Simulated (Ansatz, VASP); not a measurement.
**Si3C4: VASP beside Ansatz**

```
CELL_PARAMETERS angstrom
3.13108 0.00000 0.00000
0.00000 7.13525 0.00000
0.00000 0.00000 4.81859
ATOMIC_POSITIONS crystal
Si 0.50000 0.00000 0.53982
Si 0.50000 0.25888 0.86442
Si 0.50000 0.74112 0.86442
C 0.50000 0.90675 0.16590
C 0.50000 0.09325 0.16590
C 0.00000 0.59652 0.85919
C 0.00000 0.40348 0.85919
```

Alike in both runs: functional PBE; k mesh 10 × 6 × 6; occupations gaussian, width 0.1 eV; no spin polarisation.

Ansatz relaxed the structure, and its values are those at the end. VASP's run is a single point on that final structure, the one shown.

```csv
,VASP,Ansatz
version,VASP 6.6.1,Ansatz 0.2.0
potentials or method,"VASP PAW PBE potentials, release 64 (Si, C), cutoff 520 eV","scalar-relativistic, plane waves, PAW"
valence electrons in the cell,28,28
```

|  | VASP | Ansatz | Ansatz less VASP |
| --- | --- | --- | --- |
| gap on the k mesh at the Fermi level (eV) | none | none | - |
| pressure (GPa) | 0.0 | 0.0 | -0.03 |
| rms of the force components (eV/Å) | 0.035 | 0.004 | -0.0312 |

A gap of «none» marks a metal or a gap that the smearing closes.
